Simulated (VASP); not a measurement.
C: single point with revPBE

The system is C.

```xyz
1
Lattice="0.0000 1.5699 1.5699 1.5699 0.0000 1.5699 1.5699 1.5699 0.0000" Properties=species:S:1:pos:R:3 pbc="T T T"
C     0.0000    0.0000    0.0000
```

This cell differs from its parent crystal: volume scaled by 1.04.

```yaml
Program: VASP 6.6.1
Task: single point
Functional: revPBE
Potentials_or_basis: VASP PAW PBE potentials, release 64 (C)
Cutoff: 520 eV
k_mesh: 20 × 20 × 20
Occupations: fermi-dirac, width 0.1 eV
Spin: no spin polarisation
```

```json
{
  "Pressure": "-5.4 GPa",
  "Band gap on the k mesh": "zero (band 2 reaches 14.51 eV, above the bottom of band 3 at 3.72 eV)"
}
```

Levels at points of the mesh, in eV from the Fermi level:
| k point | band 1 | band 2 | band 3 | band 4 | band 5 | band 6 |
| --- | --- | --- | --- | --- | --- | --- |
| (0.00, 0.00, 0.00) | -18.04 | 7.61 | 7.61 | 7.61 | 29.23 | 29.23 |
| (0.50, 0.00, 0.00) | -9.29 | -8.05 | 6.00 | 6.00 | 23.62 | 26.79 |
| (0.50, 0.50, 0.00) | -6.28 | -5.66 | 2.24 | 2.24 | 14.38 | 16.09 |

Run time: 8.6 s on 1 thread of Intel Xeon 6975P-C (shared host), peak memory 0.12 GiB.

Caveat: the PAW data sets were made with another functional, which shifts forces and pressure a little.
